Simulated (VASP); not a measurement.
# Li3Ta2O (P-4m2) in VASP: relaxation of cell and atoms with PBE

Aim: the relaxation of cell and atoms of Li3Ta2O with PBE.

Program: VASP 6.6.1. These are calculated values, not measurements. Logs are shortened: lines on timing, memory, paths and dates and some standing lists are left out, and cuts for length are marked.

### 1 The cell of the first run

Symmetry: P-4m2, No. 115, tetragonal system. Conventional cell: a = 2.778 Å, b = 2.778 Å, c = 10.830 Å, α = 90.00°, β = 90.00°, γ = 90.00°. Within 2.6 Å of Li (site symmetry -4m2) lie 4 O at 1.96 Å and 4 Ta at 2.51 Å. Li (site symmetry 2mm) has 8 Li at 2.78 to 2.95 Å and 4 Ta at 2.97 Å within 3.7 Å. Ta (site symmetry 2mm) has 6 Li at 2.51 to 2.97 Å and 2 O at 2.51 Å and 4 Ta at 2.78 Å within 3.3 Å. O (site symmetry -4m2) has 4 Li at 1.96 Å and 4 Ta at 2.51 Å within 2.6 Å.

The cell was generated, and may not be a known phase.

### 2 Relaxation of cell and atoms, PBE

Contents of INCAR:

```
PREC = Accurate
ENCUT = 600
EDIFF = 1E-6
ISMEAR = 0
SIGMA = 0.1
LREAL = F
LASPH = T
NELM = 80
ALGO = Normal
ISIF = 3
LWAVE = F
LCHARG = F
GGA = PE
IBRION = 2
NSW = 100
EDIFFG = -0.01
```

Contents of KPOINTS:

```
Automatic mesh
0
Gamma
  14 14 4
```

Contents of POSCAR:

```
Li3Ta2O
1.0
    2.7779050767      0.0000000000      0.0000000000
    0.0000000000      2.7779050767      0.0000000000
    0.0000000000      0.0000000000     10.8300026822
Li Ta O
3 2 1
Direct
    0.5000000000      0.5000000000      0.0000000000
    0.0000000000      0.5000000000      0.3986790288
    0.5000000000      0.0000000000      0.6013209712
    0.0000000000      0.5000000000      0.8074038259
    0.5000000000      0.0000000000      0.1925961741
    0.0000000000      0.0000000000      0.0000000000
```

Potentials or basis: VASP PAW PBE potentials, release 64 (Li_sv, Ta_pv, O).

Command:

```console
$ cat potpaw_PBE.64/Li_sv/POTCAR potpaw_PBE.64/Ta_pv/POTCAR potpaw_PBE.64/O/POTCAR > POTCAR
$ mpirun -np 1 vasp_std > vasp.out
```

OUTCAR:

```text
PREC = Accurate
   ENCUT = 600
   EDIFF = 1E-6
   ISMEAR = 0
   LREAL = F
   LASPH = T
   NELM = 80
   ISIF = 3
   GGA = PE
   IBRION = 2
   NSW = 100
   EDIFFG = -0.01

 ion  position               nearest neighbor table
   1  0.500  0.500  0.000-   6 1.96   6 1.96   6 1.96   6 1.96   5 2.51   4 2.51   4 2.51   5 2.51

   2  0.000  0.500  0.399-   5 2.97   5 2.97   5 2.97   5 2.97
   3  0.500  0.000  0.601-   4 2.97   4 2.97   4 2.97   4 2.97
   4  0.000  0.500  0.807-   1 2.51   6 2.51   6 2.51   1 2.51   3 2.97   3 2.97   3 2.97   3 2.97

   5  0.500  0.000  0.193-   1 2.51   6 2.51   1 2.51   6 2.51   2 2.97   2 2.97   2 2.97   2 2.97

   6  0.000  0.000  0.000-   1 1.96   1 1.96   1 1.96   1 1.96   4 2.51   5 2.51   5 2.51   4 2.51

  LATTYP: Found a simple tetragonal cell.
 ALAT       =     2.7779050767
 C/A-ratio  =     3.8986223010

  Lattice vectors:

 A1 = (   2.7779050767,   0.0000000000,   0.0000000000)
 A2 = (   0.0000000000,   2.7779050767,   0.0000000000)
 A3 = (   0.0000000000,   0.0000000000,  10.8300026822)

Analysis of symmetry for initial positions (statically):
=====================================================================
 Subroutine PRICEL returns:
 Original cell was already a primitive cell.

 Routine SETGRP: Setting up the symmetry group for a
 simple tetragonal supercell.

 Subroutine GETGRP returns: Found  8 space group operations
 (whereof  8 operations were pure point group operations)
 out of a pool of 16 trial point group operations.

The static configuration has the point symmetry D_2d.

Analysis of symmetry for dynamics (positions and initial velocities):
=====================================================================
 Subroutine PRICEL returns:
 Original cell was already a primitive cell.

 Routine SETGRP: Setting up the symmetry group for a
 simple tetragonal supercell.

 Subroutine GETGRP returns: Found  8 space group operations
 (whereof  8 operations were pure point group operations)
 out of a pool of 16 trial point group operations.

The dynamic configuration has the point symmetry D_2d.

 Subroutine INISYM returns: Found  8 space group operations
 (whereof  8 operations are pure point group operations),
[... 107 lines left out ...]
   NSW    =    100    number of steps for IOM
   IBRION =      2    ionic relax: 0-MD 1-quasi-New 2-CG
   NFREE  =      1    steps in history (QN), initial steepest desc. (CG)
   ISIF   =      3    stress and relaxation
   ISYM   =      2    0-nonsym 1-usesym 2-fastsym
   POTIM  = 0.5000    time-step for ionic-motion
   TEBEG  =    0.0;   TEEND  =   0.0 temperature during run
   PSTRESS=    0.0 pullay stress
   NELECT =      37.0000    total number of electrons
   NUPDOWN=      -1.0000    fix difference up-down
   EMIN   =  10.00;   EMAX   =-10.00  energy-range for DOS
   EFERMI =   0.00;   METHOD = LEGACY
   ISMEAR =     0;   SIGMA  =   0.10  broadening in eV -4-tet -1-fermi 0-gaus
   EFERMI_NEDOS =   21; number of points for ismear=-14 and -15
   IALGO  =     38    algorithm
   IMIX   =      4    mixing-type and parameters
     AMIX     =   0.40;   BMIX     =  1.00
     AMIX_MAG =   1.60;   BMIX_MAG =  1.00
  volume/ion in A,a.u.               =      13.93        94.00
  Fermi-wavevector in a.u.,A,eV,Ry     =   1.247731  2.357870 21.181993  1.556833
  Thomas-Fermi vector in A             =   2.381850
   LORBIT       =      0    0 simple, 1 ext, 2 COOP (PROOUT), +10 PAW based schemes
   GGA     = PE    functional components
   LHFCALC =     F    Hartree Fock is set to
   AEXX    =    0.0000 exact exchange contribution
   IVDW    =     0    specifies the selected vdW correction
   LEPSILON=     F    determine dielectric tensor
   LRPA    =     F    only Hartree local field effects (RPA)
 conjugate gradient relaxation of ions
 non-spin polarized calculation
 Gauss-broadening in eV      SIGMA  =   0.10
  energy-cutoff  :      600.00
  volume of cell :       83.57
 maximum number of plane-waves:      2823
 NGX is ok and might be reduce to    24
   NGX = 11   NGY = 11   NGZ = 43

--------------------------------------- Ionic step        1  -------------------------------------------

 number of electron      37.0000019 magnetization

 Free energy of the ion-electron system (eV)
  ---------------------------------------------------
  ext. energy  EPLUGINS =         0.00000000
  ---------------------------------------------------
  free energy    TOTEN  =       -34.98638897 eV

  energy without entropy =      -34.96683447  energy(sigma->0) =      -34.97661172

------------------------ aborting loop because EDIFF is reached ----------------------------------------

  FORCE on cell =-STRESS in cart. coord.  units (eV):
  Direction    XX          YY          ZZ          XY          YZ          ZX
  --------------------------------------------------------------------------------------
  -------------------------------------------------------------------------------------
  Total       -0.0005998     -0.0005998     -0.0110482      0.0000000      0.0000000      0.0000000
  in kB       -0.0114990     -0.0114990     -0.2118065      0.0000000      0.0000000      0.0000000
  external PRESSURE =      -0.0782682 kB  Pullay stress =       0.0000000 kB
[... 307 lines left out ...]
--------------------------------------- Ionic step        9  -------------------------------------------

 number of electron      37.0000015 magnetization

 Free energy of the ion-electron system (eV)
  ---------------------------------------------------
  ext. energy  EPLUGINS =         0.00000000
  ---------------------------------------------------
  free energy    TOTEN  =       -34.98727225 eV

  energy without entropy =      -34.96760103  energy(sigma->0) =      -34.97743664

 E-fermi :   3.7451     XC(G=0): -10.3994

 val. band max:        3.7322028464   @ k =   0.2857   0.2143   0.2500
 cond. band min:       3.7495639940   @ k =   0.5000   0.2857   0.5000
 fundamental gap:      0.0173611476
 Fermi energy:         3.7450651193

 k-point     1 :       0.0000    0.0000    0.0000
  band No.  band energies     occupation
      1     -41.6255      2.00000
      2     -41.6035      2.00000
      3     -41.4521      2.00000
      4     -30.8526      2.00000
      5     -30.8503      2.00000
      6     -30.0844      2.00000
[... 589 lines left out ...]
     21       4.6132      0.00000
     22       5.1675      0.00000

 [... further k-points ...]

------------------------ aborting loop because EDIFF is reached ----------------------------------------

  FORCE on cell =-STRESS in cart. coord.  units (eV):
  Direction    XX          YY          ZZ          XY          YZ          ZX
  --------------------------------------------------------------------------------------
  -------------------------------------------------------------------------------------
  Total       -0.0316907     -0.0316907      0.0326140      0.0000000      0.0000000      0.0000000
  in kB       -0.6104107     -0.6104107      0.6281942      0.0000000      0.0000000      0.0000000
  external PRESSURE =      -0.1975424 kB  Pullay stress =       0.0000000 kB
[... 21 lines left out ...]
  FREE ENERGIE OF THE ION-ELECTRON SYSTEM (eV)
  ---------------------------------------------------
  free  energy   TOTEN  =       -34.9872722509 eV

  energy  without entropy=      -34.9676010302  energy(sigma->0) =      -34.97743664

 reached required accuracy - stopping structural energy minimisation
```

CONTCAR:

```text
Li3Ta2O
   1.00000000000000
     2.7795507336679570    0.0000000000000000    0.0000000000000000
     0.0000000000000000    2.7795507336679570    0.0000000000000000
     0.0000000000000000    0.0000000000000000   10.7664173183901362
  Li              Ta              O
     3     2     1
Direct
     0.5000000000000000    0.5000000000000000    0.0000000000000000
     1.0000000000000000    0.5000000000000000    0.4000067229506896
     0.5000000000000000    0.0000000000000000    0.5999932770493104
     1.0000000000000000    0.5000000000000000    0.8058989379494202
     0.5000000000000000    0.0000000000000000    0.1941010620505797
     0.0000000000000000    1.0000000000000000    0.0000000000000000

  0.00000000E+00  0.00000000E+00  0.00000000E+00
  0.00000000E+00  0.00000000E+00  0.00000000E+00
  0.00000000E+00  0.00000000E+00  0.00000000E+00
  0.00000000E+00  0.00000000E+00  0.00000000E+00
  0.00000000E+00  0.00000000E+00  0.00000000E+00
  0.00000000E+00  0.00000000E+00  0.00000000E+00
```

Run time: 13 min. Hardware: 1 thread of Intel Xeon Platinum 8488C (Sapphire Rapids), shared host; peak memory 0.4 GiB.

What came out:

* Free energy: -34.9873 eV
* Relaxed volume: 13.86 Å³/atom
* Relaxed cell: a = 2.780 Å, b = 2.780 Å, c = 10.766 Å, α = 90.00°, β = 90.00°, γ = 90.00°
* Space group after relaxing (to 0.1 Å): P-4m2 (No. 115)
* Energy gained by relaxing: 0.1 meV/atom
* Ionic steps: 9
* Pressure after relaxing: 0.0 GPa
* Largest force after relaxing: 0.005 eV/Å
* Band gap on the k mesh: zero (an odd number of electrons rules out a gap without spin polarisation)

Forces on the atoms (eV/Å):
```
Li   0.000  0.000  0.000
Li   0.000  0.000  0.005
Li   0.000  0.000 -0.005
Ta   0.000  0.000 -0.001
Ta   0.000  0.000  0.001
O    0.000  0.000  0.000
```

Step by step:
```
step  energy change (eV)  largest force (eV/Å)  pressure (GPa)  volume (Å³)
   1              0.0000                0.0556           -0.01        83.57
   2             -0.0002                0.0324           -0.04        83.56
   3             -0.0004                0.0145           -0.08        83.55
   4             -0.0005                0.0196            0.01        83.44
   5             -0.0005                0.0251            0.09        83.33
   6             -0.0006                0.0239            0.05        83.33
   7             -0.0007                0.0189           -0.07        83.34
   8             -0.0008                0.0148           -0.07        83.30
   9             -0.0009                0.0045           -0.02        83.18
```

Final structure:
```yaml
crystal:
  lattice:
    - [2.77955, 0.00000, 0.00000]
    - [0.00000, 2.77955, 0.00000]
    - [0.00000, 0.00000, 10.76642]
  atoms:
    - { symbol: Li, position: [0.50000, 0.50000, 0.00000] }
    - { symbol: Li, position: [0.00000, 0.50000, 0.40001] }
    - { symbol: Li, position: [0.50000, 0.00000, 0.59999] }
    - { symbol: Ta, position: [0.00000, 0.50000, 0.80590] }
    - { symbol: Ta, position: [0.50000, 0.00000, 0.19410] }
    - { symbol: O, position: [0.00000, 0.00000, 0.00000] }
```

Caveat: the cutoff is under 1.25 times the usual one of these potentials, so pressure, stress and relaxed cells hold a basis-set (Pulay) error; spin-orbit coupling is left out, which moves the levels of the heavy elements.
